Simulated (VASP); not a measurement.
Write the native input for VASP 6.6.1 that does the following.

| Property | Result |
| --- | --- |
| Task | single point |
| Functional | LDA |
| Potentials or basis | VASP PAW LDA potentials, release 64 (Ta_sv_GW, N) |
| Cutoff | 700 eV |
| k mesh | 5 × 5 × 7 |
| Occupations | gaussian, width 0.02 eV |
| Spin | no spin polarisation |
| Dipole correction | no |
| Further INCAR settings | ALGO = Normal; EDIFF = 1e-06; NBANDS = 36 |

The structure of TaN lies in POSCAR:

```
TaN
1.0
    5.1629448274      0.0000000000      0.0000000000
   -2.5814724137      4.4712413788      0.0000000000
    0.0000000000      0.0000000000      2.8922834826
Ta N
3 3
Direct
    0.0000000000      0.0000000000      0.0000000000
    0.3333333333      0.6666666667      0.5000000000
    0.6666666667      0.3333333333      0.5000000000
    0.5000000000      0.0000000000      0.0000000000
    0.0000000000      0.5000000000      0.0000000000
    0.5000000000      0.5000000000      0.0000000000
```

These files were run (other wordings do the same):

INCAR

```
PREC = Accurate
ENCUT = 700
EDIFF = 1E-6
ISMEAR = 0
SIGMA = 0.02
LREAL = False
LASPH = True
NELM = 120
ALGO = Normal
ISIF = 2
LWAVE = False
LCHARG = True
GGA = CA
LELF = True
LVHAR = True
NBANDS = 36
GGA_COMPAT = False
```

KPOINTS

```
regular mesh
0
Gamma
  5 5 7
```

Potentials or basis: VASP PAW LDA potentials, release 64 (Ta_sv_GW, N).

Run with:

```console
$ cat potpaw_LDA.64/Ta_sv_GW/POTCAR potpaw_LDA.64/N/POTCAR > POTCAR
$ mpirun -np 1 vasp_std > vasp.out
```

It gave:

- Pressure: 1.0 GPa
- Band gap on the k mesh: zero (bands 27 and 28 overlap by 2.10 eV)

Caveat: spin-orbit coupling is left out, which moves the levels of the heavy elements.

Wall time 69 s on 1 thread of Intel(R) Xeon(R) 6975P-C (Granite Rapids) (shared host), peak memory 0.23 GiB.
